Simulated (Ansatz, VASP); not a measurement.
**One calculation of Zn, two programs**

INCAR

```
ALGO = Normal
EDIFF = 1E-7
ENCUT = 520
GGA = PE
ISIF = 2
ISMEAR = 0
LASPH = T
LCHARG = F
LREAL = F
LWAVE = F
NBANDS = 19
NELM = 60
PREC = Accurate
SIGMA = 0.1
```

File KPOINTS:

```
k-points
0
Gamma
  15 15 8
```

File POSCAR:

```
Zn
1.0
    3.1783566652      0.0000000000      0.0000000000
   -1.5891783326      2.7525376143      0.0000000000
    0.0000000000      0.0000000000      5.0382278268
Zn
2
Direct
    0.6666666700      0.3333333300      0.7500000000
    0.3333333300      0.6666666700      0.2500000000
```

Input for Ansatz:

```yaml
crystal:
  lattice:
    - [3.1783566652, 0.0, 0.0]
    - [-1.5891783326, 2.7525376143, 0.0]
    - [0.0, 0.0, 5.0382278268]
  atoms:
    - { symbol: Zn, position: [0.66666667, 0.33333333, 0.75] }
    - { symbol: Zn, position: [0.33333333, 0.66666667, 0.25] }
basis:
  ecutwfc: 420
kpoints:
  mp_grid: { grid: [15, 15, 8] }
hamiltonian:
  xc: pbe
scf:
  occupations: { method: gaussian, width: 0.1 }
output:
  forces: true
  stress: true
  eigenvalues: true
```

Alike in both runs: task single point; functional PBE; k mesh 15 × 15 × 8; occupations gaussian, width 0.1 eV; no spin polarisation.

|  | VASP | Ansatz |
| --- | --- | --- |
| version | VASP 6.6.1 | Ansatz 0.2.0 |
| potentials or method | VASP PAW PBE potentials, release 64 (Zn), cutoff 520 eV | scalar-relativistic, plane waves, PAW |
| valence electrons in the cell | 24 | 24 |

|  | VASP | Ansatz | Ansatz less VASP |
| --- | --- | --- | --- |
| gap on the k mesh at the Fermi level (eV) | none | none | - |
| pressure (GPa) | -8.7 | -8.7 | -0.01 |
| traceless stress, the component that is largest in VASP (GPa) | -0.39 | -0.39 | +0.004 |

A gap of «none» marks a metal or a gap that the smearing closes. The functional is the same, so the differences come from potentials, cutoffs and numerics.
